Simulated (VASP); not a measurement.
Set up this calculation in VASP 6.6.1, as the native input.

```yaml
Task: relaxation of cell and atoms
Functional: PBE
Dispersion: D3(BJ)
Potentials_or_basis: VASP PAW PBE potentials, release 64 (H)
Cutoff: 600 eV
k_mesh: 6 × 6 × 4
Occupations: gaussian, width 0.02 eV
Spin: no spin polarisation
Dipole_correction: no
Further_INCAR_settings: ALGO = Normal; EDIFF = 1e-07; IBRION = 2; EDIFFG = -0.02; NSW = 90; ISIF = 3
```

The structure of H lies in POSCAR:

```
H
1.0
    2.3784155789     -2.2540820768      0.0000000000
    2.3784155789      2.2540820768      0.0000000000
    0.0000000000      0.0000000000      4.5123637547
H
4
Direct
    0.9400013801      0.0599986199      0.0577145415
    0.4400013801      0.5599986199      0.4422854585
    0.5599986199      0.4400013801      0.5577145415
    0.0599986199      0.9400013801      0.9422854585
```

The input as run:

INCAR

```
SYSTEM = H
ALGO = Normal ; EDIFF = 1E-7
EDIFFG = -0.02 ; ENCUT = 600
GGA = PE ; IBRION = 2
ISIF = 3 ; ISMEAR = 0
IVDW = 12 ; LASPH = .True.
LCHARG = .False. ; LREAL = .False.
LWAVE = .False. ; NELM = 100
NSW = 90 ; PREC = Accurate
SIGMA = 0.02
```

KPOINTS

```
k-points
0
Gamma
  6 6 4
  0 0 0
```

Potentials or basis: VASP PAW PBE potentials, release 64 (H).

Run with:

```sh
$ cat potpaw_PBE.64/H/POTCAR > POTCAR
$ mpirun -np 1 vasp_std > vasp.out
```

It gave:

The pressure after relaxing is -0.1 GPa and the largest force after relaxing is 0.014 eV/Å. The band gap on the k mesh is 9.24 eV, indirect (least direct gap 9.80 eV) and the dispersion energy per atom is -0.019 eV.

Caveat: the relaxation stopped at its first step, so nothing moved.

Run time: 12 s on 1 thread of Intel(R) Xeon(R) Platinum 8375C CPU @ 2.90GHz (Ice Lake), on a shared host, peak memory 0.17 GiB.
